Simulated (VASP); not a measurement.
# As (R-3m) in VASP: a series of runs

The runs below take As through single point, relaxation of cell and atoms, with PBEsol.

Program: VASP 6.6.1. These are calculated values, not measurements. Logs are shortened: lines on timing, memory, paths and dates and some standing lists are left out, and cuts for length are marked.

**1. The cell of the first run**

Symmetry: R-3m, No. 166, trigonal system. The conventional cell has a = 3.789 Å, b = 3.789 Å, c = 10.058 Å, α = 90.00°, β = 90.00°, γ = 120.00°. Within 3.3 Å of As (site symmetry 3m) lie 6 As at 2.53 to 3.02 Å.

**2. Single point, PBEsol**

File INCAR:

```
SYSTEM = As
PREC = Accurate
ENCUT = 520
EDIFF = 1E-7
ISMEAR = 1
SIGMA = 0.05
LREAL = .False.
LASPH = .True.
NELM = 60
ALGO = Normal
ISIF = 2
LWAVE = .False.
LCHARG = .True.
GGA = PS
LELF = .True.
LVHAR = .True.
NBANDS = 12
```

File KPOINTS:

```
regular mesh
0
Gamma
  7 7 7
  0 0 0
```

File POSCAR:

```
As
1.0
    1.8945844141      1.0938389805      3.3528297027
   -1.8945844141      1.0938389805      3.3528297027
    0.0000000000     -2.1876774840      3.3528298584
As
2
Direct
    0.7700416728      0.7700416728      0.7700416728
    0.2299583272      0.2299583272      0.2299583272
```

Potentials or basis: VASP PAW PBE potentials, release 64 (As).

Started as:

```bash
cat potpaw_PBE.64/As/POTCAR > POTCAR
mpirun -np 1 vasp_std > vasp.out
```

OUTCAR:

```text
SYSTEM = As
   PREC = Accurate
   ENCUT = 520
   EDIFF = 1E-7
   ISMEAR = 1
   LREAL = .False.
   LASPH = .True.
   NELM = 60
   ISIF = 2
   GGA = PS

 ion  position               nearest neighbor table
   1  0.770  0.770  0.770-   2 2.53   2 2.53   2 2.53
   2  0.230  0.230  0.230-   1 2.53   1 2.53   1 2.53

  LATTYP: Found a trigonal (rhomboedric) cell.
 ALAT       =     4.0034236389
 COS(alpha) =     0.5520858136

  Lattice vectors:

 A1 = (   1.8945844141,   1.0938389805,   3.3528297027)
 A2 = (  -1.8945844141,   1.0938389805,   3.3528297027)
 A3 = (   0.0000000000,  -2.1876774840,   3.3528298584)

Analysis of symmetry for initial positions (statically):
=====================================================================
 Subroutine PRICEL returns:
 Original cell was already a primitive cell.

 Routine SETGRP: Setting up the symmetry group for a
 trigonal (rhombohedral) supercell.

 Subroutine GETGRP returns: Found 12 space group operations
 (whereof 12 operations were pure point group operations)
 out of a pool of 12 trial point group operations.

The static configuration has the point symmetry D_3d.

Analysis of symmetry for dynamics (positions and initial velocities):
=====================================================================
 Subroutine PRICEL returns:
 Original cell was already a primitive cell.

 Routine SETGRP: Setting up the symmetry group for a
 trigonal (rhombohedral) supercell.

 Subroutine GETGRP returns: Found 12 space group operations
 (whereof 12 operations were pure point group operations)
 out of a pool of 12 trial point group operations.

The dynamic configuration has the point symmetry D_3d.

 Subroutine INISYM returns: Found 12 space group operations
 (whereof 12 operations are pure point group operations),
 and found     1 'primitive' translations

----------------------------------------------------------------------------------------

                                     Primitive cell

  volume of cell :      41.6898

  direct lattice vectors                    reciprocal lattice vectors
     1.894584414  1.093838980  3.352829703     0.263910120  0.152368584  0.099418501
    -1.894584414  1.093838980  3.352829703    -0.263910120  0.152368584  0.099418501
     0.000000000 -2.187677484  3.352829858     0.000000000 -0.304737153  0.099418523

  length of vectors
     4.003423639  4.003423639  4.003423639     0.320544498  0.320544498  0.320544498

  position of ions in fractional coordinates (direct lattice)
     0.770041673  0.770041673  0.770041673
     0.229958327  0.229958327  0.229958327

  ion indices of the primitive-cell ions
   primitive index   ion index
                 1           1
                 2           2

----------------------------------------------------------------------------------------

 KPOINTS: regular mesh

Automatic generation of k-mesh.
 Grid dimensions read from file:
 generate k-points for:    7    7    7

 Generating k-lattice:

  Cartesian coordinates                     Fractional coordinates (reciprocal lattice)
     0.037701446  0.021766941  0.014202643     0.142857143  0.000000000  0.000000000
    -0.037701446  0.021766941  0.014202643     0.000000000  0.142857143  0.000000000
     0.000000000 -0.043533879  0.014202646     0.000000000  0.000000000  0.142857143

  Length of vectors
     0.045792071  0.045792071  0.045792071

  Shift w.r.t. Gamma in fractional coordinates (k-lattice)
     0.000000000  0.000000000  0.000000000

 Subroutine IBZKPT returns following result:
 ===========================================

 Found     44 irreducible k-points:

 Following reciprocal coordinates:
            Coordinates               Weight
  0.000000  0.000000  0.000000      1.000000
  0.142857  0.000000  0.000000      6.000000
  0.285714 -0.000000  0.000000      6.000000
  0.428571 -0.000000  0.000000      6.000000
  0.142857  0.142857  0.000000      6.000000
  0.285714  0.142857  0.000000     12.000000
[... 16 lines left out ...]
  0.285714  0.285714  0.142857      6.000000
  0.428571  0.285714  0.142857     12.000000
 [... further k-points ...]
   k-points           NKPTS =     44   k-points in BZ     NKDIM =     44   number of bands    NBANDS=     12
   number of dos      NEDOS =    301   number of ions     NIONS =      2
   total plane-waves  NPLWV =  27000
   dimension x,y,z NGX =    30 NGY =   30 NGZ =   30
   dimension x,y,z NGXF=    60 NGYF=   60 NGZF=   60
   ions per type =               2
   NGX,Y,Z   is equivalent  to a cutoff of  12.46, 12.46, 12.46 a.u.
   NGXF,Y,Z  is equivalent  to a cutoff of  24.92, 24.92, 24.92 a.u.
 SYSTEM =  As
   PREC   = accura    normal or accurate (medium, high low for compatibility)
   ISTART =      0    job   : 0-new  1-cont  2-samecut
   ICHARG =      2    charge: 1-file 2-atom 10-const
   ISPIN  =      1    spin polarized calculation?
   LNONCOLLINEAR =      F non collinear calculations
   LSORBIT =      F    spin-orbit coupling
   LASPH  =      T    aspherical Exc in radial PAW
   ENCUT  =  520.0 eV  38.22 Ry    6.18 a.u.   7.44  7.44  7.44*2*pi/ulx,y,z
   NELM   =     60;   NELMIN=  2; NELMDL= -5     # of ELM steps
   EDIFF  = 0.1E-06   stopping-criterion for ELM
   LREAL  =      F    real-space projection
   EDIFFG = 0.1E-05   stopping-criterion for IOM
   NSW    =      0    number of steps for IOM
   IBRION =     -1    ionic relax: 0-MD 1-quasi-New 2-CG
   NFREE  =      0    steps in history (QN), initial steepest desc. (CG)
   ISIF   =      2    stress and relaxation
   ISYM   =      2    0-nonsym 1-usesym 2-fastsym
   POTIM  = 0.5000    time-step for ionic-motion
   TEBEG  =    0.0;   TEEND  =   0.0 temperature during run
   PSTRESS=    0.0 pullay stress
   NELECT =      10.0000    total number of electrons
   NUPDOWN=      -1.0000    fix difference up-down
   EMIN   =  10.00;   EMAX   =-10.00  energy-range for DOS
   EFERMI =   0.00;   METHOD = LEGACY
   ISMEAR =     1;   SIGMA  =   0.05  broadening in eV -4-tet -1-fermi 0-gaus
   EFERMI_NEDOS =   21; number of points for ismear=-14 and -15
   IALGO  =     38    algorithm
   IMIX   =      4    mixing-type and parameters
     AMIX     =   0.40;   BMIX     =  1.00
     AMIX_MAG =   1.60;   BMIX_MAG =  1.00
  volume/ion in A,a.u.               =      20.84       140.67
  Fermi-wavevector in a.u.,A,eV,Ry     =   1.017181  1.922193 14.077360  1.034657
  Thomas-Fermi vector in A             =   2.150567
   LORBIT       =      0    0 simple, 1 ext, 2 COOP (PROOUT), +10 PAW based schemes
   GGA     = PS    functional components
   LHFCALC =     F    Hartree Fock is set to
   AEXX    =    0.0000 exact exchange contribution
   IVDW    =     0    specifies the selected vdW correction
   LEPSILON=     F    determine dielectric tensor
   LRPA    =     F    only Hartree local field effects (RPA)
 non-spin polarized calculation
 Methfessel and Paxton  Order N= 1 SIGMA  =   0.05
  energy-cutoff  :      520.00
  volume of cell :       41.69
 maximum number of plane-waves:      1136
 NGX is ok and might be reduce to    30
   NGX = 15   NGY = 15   NGZ = 15

 number of electron      10.0000000 magnetization

 Free energy of the ion-electron system (eV)
  ---------------------------------------------------
  ext. energy  EPLUGINS =         0.00000000
  ---------------------------------------------------
  free energy    TOTEN  =       -10.24328694 eV

  energy without entropy =      -10.24333815  energy(sigma->0) =      -10.24330401

 E-fermi :   5.4502     XC(G=0): -10.2749

 val. band max:        5.4081613307   @ k =   0.4286   0.2857   0.2857
 cond. band min:       5.7393211846   @ k =   0.4286  -0.0000   0.0000
 fundamental gap:      0.3311598540
 Fermi energy:         5.4502273965

 k-point     1 :       0.0000    0.0000    0.0000
  band No.  band energies     occupation
      1      -9.5223      2.00000
      2       0.1004      2.00000
      3       3.3144      2.00000
      4       3.5319      2.00000
      5       3.5319      2.00000
      6       7.7083      0.00000
      7       8.7617      0.00000
      8       8.7617      0.00000
      9      12.0639      0.00000
     10      12.0639      0.00000
     11      12.5233      0.00000
     12      14.1513      0.00000

 k-point     2 :       0.1429    0.0000    0.0000
  band No.  band energies     occupation
      1      -9.2464      2.00000
      2      -0.9714      2.00000
      3       3.2726      2.00000
      4       3.4077      2.00000
      5       3.8647      2.00000
      6       7.7232      0.00000
      7       8.2281      0.00000
      8       8.3116      0.00000
      9      11.2125      0.00000
     10      11.9701      0.00000
     11      12.1262      0.00000
     12      15.7904      0.00000

 k-point     3 :       0.2857   -0.0000    0.0000
  band No.  band energies     occupation
      1      -8.4316      2.00000
      2      -3.0425      2.00000
      3       3.1742      2.00000
      4       3.1848      2.00000
      5       4.4259      2.00000
      6       6.7589      0.00000
      7       7.0972      0.00000
      8       7.3165      0.00000
      9      12.0550      0.00000
     10      12.8161      0.00000
     11      13.5905      0.00000
     12      18.3804      0.00000
[... 286 lines left out ...]
 k-point    23 :       0.2857    0.2857    0.1429
  band No.  band energies     occupation
      1      -8.7042      2.00000
      2      -2.4002      2.00000
      3       2.2294      2.00000
      4       2.7109      2.00000
      5       4.7296      2.00000
      6       6.9839      0.00000
      7       8.3283      0.00000
      8       8.8233      0.00000
      9      11.2206      0.00000
     10      13.8313      0.00000
     11      14.6035      0.00000
     12      15.9252      0.00000

 k-point    24 :       0.4286    0.2857    0.1429
  band No.  band energies     occupation
      1      -8.0031      2.00000
      2      -3.2668      2.00000
      3       0.8820      2.00000
      4       2.1205      2.00000
      5       4.3026      2.00000
      6       7.3161      0.00000
      7       8.7414      0.00000
      8       9.6096      0.00000
      9      11.4602      0.00000
     10      14.7558      0.00000
     11      16.1266      0.00000
     12      16.5873      0.00000

 [... further k-points ...]

------------------------ aborting loop because EDIFF is reached ----------------------------------------

  FORCE on cell =-STRESS in cart. coord.  units (eV):
  Direction    XX          YY          ZZ          XY          YZ          ZX
  --------------------------------------------------------------------------------------
  -------------------------------------------------------------------------------------
  Total        0.1110921      0.1110921      0.0744148      0.0000000     -0.0000000      0.0000000
  in kB        4.2693684      4.2693684      2.8598279      0.0000000     -0.0000001      0.0000000
  external PRESSURE =       3.7995216 kB  Pullay stress =       0.0000000 kB

 VOLUME and BASIS-vectors are now :
 -----------------------------------------------------------------------------
  energy-cutoff  :      520.00
  volume of cell :       41.69
      direct lattice vectors                 reciprocal lattice vectors
     1.894584414  1.093838980  3.352829703     0.263910120  0.152368584  0.099418501
    -1.894584414  1.093838980  3.352829703    -0.263910120  0.152368584  0.099418501
     0.000000000 -2.187677484  3.352829858     0.000000000 -0.304737153  0.099418523

 POSITION                                       TOTAL-FORCE (eV/Angst)
 -----------------------------------------------------------------------------------
      0.00000      0.00000      7.74546         0.000000     -0.000000     -0.054615
      0.00000      0.00000      2.31303         0.000000      0.000000      0.054615
 -----------------------------------------------------------------------------------
    total drift:                               -0.000000      0.000000     -0.000000

  FREE ENERGIE OF THE ION-ELECTRON SYSTEM (eV)
  ---------------------------------------------------
  free  energy   TOTEN  =       -10.2432869425 eV

  energy  without entropy=      -10.2433381455  energy(sigma->0) =      -10.24330401
```

Wall time 9.7 s (1 thread of Intel Xeon 6975P-C (Granite Rapids), shared host); peak memory 0.17 GiB.

What came out:

| Item | Value |
| --- | --- |
| Free energy | -10.2433 eV |
| Pressure | 0.4 GPa |
| Largest force | 0.055 eV/Å |

Forces on the atoms (eV/Å):
```
As   0.000  0.000 -0.055
As   0.000  0.000  0.055
```

Stress tensor (GPa, compression positive):
```
0.43 0.00 0.00
0.00 0.43 0.00
0.00 0.00 0.29
```

Caveat: the PAW data sets were made with another functional, which shifts forces and pressure a little.

**3. Relaxation of cell and atoms, PBEsol**

This run uses another cell than the first one, of 21.53 Å³/atom.

File INCAR:

```
  PREC = Accurate
  ENCUT = 600
  EDIFF = 1E-7
  ISMEAR = 1
  SIGMA = 0.05
  LREAL = F
  LASPH = T
  NELM = 100
  ALGO = Normal
  ISIF = 3
  LWAVE = F
  LCHARG = F
  GGA = PS
  IBRION = 2
  NSW = 50
  EDIFFG = -0.02
```

File KPOINTS:

```
regular mesh
0
Gamma
  7 7 7
```

File POSCAR:

```
As
1.0
    1.8807970000      1.0858790000      3.5140620000
   -1.8807970000      1.0858790000      3.5140620000
    0.0000000000     -2.1717570000      3.5140620000
As
2
Direct
    0.7740000000      0.7740000000      0.7740000000
    0.2260000000      0.2260000000      0.2260000000
```

Potentials or basis: VASP PAW PBE potentials, release 64 (As).

Started as:

```bash
cat potpaw_PBE.64/As/POTCAR > POTCAR
mpirun -np 1 vasp_std > vasp.out
```

OUTCAR:

```text
PREC = Accurate
   ENCUT = 600
   EDIFF = 1E-7
   ISMEAR = 1
   LREAL = F
   LASPH = T
   NELM = 100
   ISIF = 3
   GGA = PS
   IBRION = 2
   NSW = 50
   EDIFFG = -0.02

 ion  position               nearest neighbor table
   1  0.774  0.774  0.774-   2 2.51   2 2.51   2 2.51
   2  0.226  0.226  0.226-   1 2.51   1 2.51   1 2.51

  LATTYP: Found a trigonal (rhomboedric) cell.
 ALAT       =     4.1310001571
 COS(alpha) =     0.5854246715

  Lattice vectors:

 A1 = (   1.8807970000,   1.0858790000,   3.5140620000)
 A2 = (  -1.8807970000,   1.0858790000,   3.5140620000)
 A3 = (   0.0000000000,  -2.1717570000,   3.5140620000)

Analysis of symmetry for initial positions (statically):
=====================================================================
 Subroutine PRICEL returns:
 Original cell was already a primitive cell.

 Routine SETGRP: Setting up the symmetry group for a
 trigonal (rhombohedral) supercell.

 Subroutine GETGRP returns: Found 12 space group operations
 (whereof 12 operations were pure point group operations)
 out of a pool of 12 trial point group operations.

The static configuration has the point symmetry D_3d.

Analysis of symmetry for dynamics (positions and initial velocities):
[... 272 lines left out ...]

------------------------ aborting loop because EDIFF is reached ----------------------------------------
[... 67 lines left out ...]
--------------------------------------- Ionic step       10  -------------------------------------------

 number of electron      10.0000000 magnetization

 Free energy of the ion-electron system (eV)
  ---------------------------------------------------
  ext. energy  EPLUGINS =         0.00000000
  ---------------------------------------------------
  free energy    TOTEN  =       -10.24367393 eV

  energy without entropy =      -10.24372506  energy(sigma->0) =      -10.24369097

 E-fermi :   5.4000     XC(G=0): -10.2619

 val. band max:        5.3579108110   @ k =   0.4286   0.2857   0.2857
 cond. band min:       5.6973797014   @ k =   0.4286  -0.0000  -0.0000
 fundamental gap:      0.3394688904
 Fermi energy:         5.3999811270

 k-point     1 :       0.0000    0.0000    0.0000
  band No.  band energies     occupation
      1      -9.5201      2.00000
      2       0.0353      2.00000
      3       3.2835      2.00000
      4       3.5047      2.00000
      5       3.5047      2.00000
      6       7.7070      0.00000
      7       8.7260      0.00000
      8       8.7260      0.00000
      9      12.0029      0.00000
[... 265 lines left out ...]
 k-point    24 :       0.4286    0.2857    0.1429
  band No.  band energies     occupation
      1      -8.0009      2.00000
      2      -3.3106      2.00000
      3       0.8734      2.00000
      4       2.1038      2.00000
      5       4.2479      2.00000
      6       7.2695      0.00000
      7       8.6839      0.00000
      8       9.5710      0.00000
      9      11.3938      0.00000

 [... further k-points ...]

------------------------ aborting loop because EDIFF is reached ----------------------------------------

  FORCE on cell =-STRESS in cart. coord.  units (eV):
  Direction    XX          YY          ZZ          XY          YZ          ZX
  --------------------------------------------------------------------------------------
  -------------------------------------------------------------------------------------
  Total       -0.0222388     -0.0222388     -0.0291640      0.0000000     -0.0000000      0.0000000
  in kB       -0.8517043     -0.8517043     -1.1169243      0.0000000     -0.0000001      0.0000000
  external PRESSURE =      -0.9401110 kB  Pullay stress =       0.0000000 kB
[... 17 lines left out ...]
  FREE ENERGIE OF THE ION-ELECTRON SYSTEM (eV)
  ---------------------------------------------------
  free  energy   TOTEN  =       -10.2436739275 eV

  energy  without entropy=      -10.2437250615  energy(sigma->0) =      -10.24369097

 reached required accuracy - stopping structural energy minimisation
```

CONTCAR:

```text
As
   1.00000000000000
     1.8980131082905956    1.0958187125128100    3.3523142583023771
    -1.8980131082905956    1.0958187125128100    3.3523142583023771
    -0.0000000000000000   -2.1916364627700022    3.3523142727462329
  As
     2
Direct
     0.7696899348686165    0.7696899348686165    0.7696899348668707
     0.2303100651313835    0.2303100651313835    0.2303100651331295

  0.00000000E+00  0.00000000E+00  0.00000000E+00
  0.00000000E+00  0.00000000E+00  0.00000000E+00
```

It took 58 s on 1 thread of Intel Xeon 6975P-C (Granite Rapids), shared host; peak memory 0.2 GiB.

Results:

```
Free energy                           : -10.2437 eV
Relaxed volume                        : 20.92 Å³/atom
Relaxed cell                          : a = 4.005 Å, b = 4.005 Å, c = 4.005 Å, α = 56.57°, β = 56.57°, γ = 56.57°
Space group after relaxing (to 0.1 Å) : R-3m (No. 166)
Energy gained by relaxing             : 12.2 meV/atom
Ionic steps                           : 10
Pressure after relaxing               : -0.1 GPa
Largest force after relaxing          : 0.015 eV/Å
```

Forces in eV/Å, atoms in the order of the input:
```
As   0.000  0.000  0.015
As   0.000  0.000 -0.015
```

The path:
```csv
step,energy change (eV),largest force (eV/Å),pressure (GPa),volume (Å³)
1,0.0000,0.4017,0.60,43.06
2,-0.0075,0.0013,-1.37,43.57
3,-0.0077,0.0567,-1.09,43.49
4,-0.0150,0.0036,-0.60,42.82
5,-0.0200,0.0648,0.22,41.92
6,-0.0202,0.0798,0.43,41.73
7,-0.0238,0.0625,0.20,41.56
8,-0.0238,0.0621,0.19,41.55
9,-0.0243,0.0259,-0.03,41.77
10,-0.0243,0.0149,-0.09,41.83
```

Final structure:
```
CELL_PARAMETERS angstrom
1.89801 1.09582 3.35231
-1.89801 1.09582 3.35231
0.00000 -2.19164 3.35231
ATOMIC_POSITIONS crystal
As 0.76969 0.76969 0.76969
As 0.23031 0.23031 0.23031
```

Caveat: the PAW data sets were made with another functional, which shifts forces and pressure a little.
